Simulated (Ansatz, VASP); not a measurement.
ZnCu, level by level in two programs

```
Zn Cu
1.0
     3.00276    0.00000    0.00000
     0.00000    3.00276    0.00000
     0.00000    0.00000    3.00276
Zn Cu
1 1
Direct
  0.50000 0.50000 0.50000
  0.00000 0.00000 0.00000
```

Single points on this cell with VASP 6.6.1 and Ansatz 0.2.0. Each row is one pair of runs. Alike in all rows: spin: off; k mesh: 9 × 9 × 9; smearing: fermi-dirac, width 0.05 eV.

| level | VASP's potentials, cutoff | Ansatz's potentials, cutoff | gap on the k mesh at the Fermi level (eV), VASP | gap on the k mesh at the Fermi level (eV), Ansatz | pressure (GPa), VASP | pressure (GPa), Ansatz |
| --- | --- | --- | --- | --- | --- | --- |
| LDA | VASP PAW LDA potentials, release 64 (Zn, Cu), 600 eV | Ansatz PAW, 420 eV | none | none | -14.0 | -14.7 |
| r2SCAN | VASP PAW PBE potentials, release 64 (Zn, Cu), 660 eV | Ansatz PAW, 500 eV | none | none | -8.6 | -9.0 |
| PBEsol | VASP PAW PBE potentials, release 64 (Zn, Cu), 520 eV | Ansatz PAW, 420 eV | none | none | -9.5 | -10.1 |

Pressure (GPa): the two programs differ by at most 0.66.

VASP's potentials hold 23 valence electrons a cell and Ansatz's 31, so a difference there can come from the potentials and not from the codes.

A gap of «none» marks a metal or a gap that the smearing closes.
